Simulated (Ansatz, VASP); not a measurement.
One calculation of Pt, two programs

The input INCAR:

```
SYSTEM = Pt
PREC = Accurate
ENCUT = 520
EDIFF = 1E-7
ISMEAR = -1
SIGMA = 0.1
LREAL = .FALSE.
LASPH = .TRUE.
NELM = 60
ALGO = Normal
ISIF = 2
LWAVE = .FALSE.
LCHARG = .FALSE.
GGA = B5
ALDAX = 1.0
AGGAX = 1.0
AGGAC = 1.0
ALDAC = 0.0
NBANDS = 11
```

The input KPOINTS:

```
Automatic mesh
0
G
  22 22 22
  0 0 0
```

The input POSCAR:

```
Pt
1.0
    0.0000000000      2.0533434829      2.0533434829
    2.0533434829      0.0000000000      2.0533434829
    2.0533434829      2.0533434829      0.0000000000
Pt
1
Direct
    0.0000000000      0.0000000000      0.0000000000
```

Input for Ansatz:

```yaml
crystal:
  lattice:
    - [0.0, 2.0533434829, 2.0533434829]
    - [2.0533434829, 0.0, 2.0533434829]
    - [2.0533434829, 2.0533434829, 0.0]
  atoms:
    - { symbol: Pt, position: [0.0, 0.0, 0.0] }
hamiltonian:
  xc: blyp
  pseudopotentials:
    kind: paw
    azcp:
      Pt: "pseudopotentials/Pt.paw.azcp"
basis:
  ecutwfc: 420
  fft_grid_basis: typed
kpoints:
  mp_grid: { grid: [22, 22, 22], shift: [0, 0, 0] }
magnetization:
  spin_polarized: false
scf:
  occupations: { method: fermi_dirac, width: 0.1 }
output:
  stress: true
```

Alike in both runs: task single point; functional BLYP; k mesh 22 × 22 × 22; occupations fermi-dirac, width 0.1 eV; no spin polarisation.

|  | VASP | Ansatz |
| --- | --- | --- |
| version | VASP 6.6.1 | Ansatz 0.2.0 |
| potentials or method | VASP PAW PBE potentials, release 64 (Pt), cutoff 520 eV | plane waves (420 eV) with PAW, scalar-relativistic |
| valence electrons in the cell | 10 | 18 |

```csv
,VASP,Ansatz,Ansatz less VASP
pressure (GPa),-6.1,-6.9,-0.78
```

VASP's potentials were made for PBE, not for BLYP. With one functional, cell and mesh, what is left measures potentials, basis and numerics. VASP's potentials hold 10 valence electrons a cell and Ansatz's 18, so a difference there can come from the potentials and not from the codes.

Spin-orbit coupling is off throughout.
